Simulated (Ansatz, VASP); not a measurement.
## Sn in VASP and in Ansatz

```xyz
2
Lattice="0.0000 3.2841 3.2841 3.2841 0.0000 3.2841 3.2841 3.2841 0.0000" Properties=species:S:1:pos:R:3 pbc="T T T"
Sn    3.2841    3.2841    3.2841
Sn    4.9261    4.9261    4.9261
```

Alike in both runs: task single point; functional r2SCAN; k mesh 8 × 8 × 8; occupations fermi-dirac, width 0.03 eV; no spin polarisation.

|  | VASP | Ansatz |
| --- | --- | --- |
| version | VASP 6.6.1 | Ansatz 0.2.0 |
| potentials or method | VASP PAW PBE potentials, release 64 (Sn_d), cutoff 520 eV | plane waves (500 eV) with PAW, scalar-relativistic |
| valence electrons in the cell | 28 | 28 |

Ansatz gave:

```
pressure (GPa) : 0.0
```

Estimate VASP's values.

pressure (GPa): -0.1.

VASP's potentials were made for PBE, not for r2SCAN.
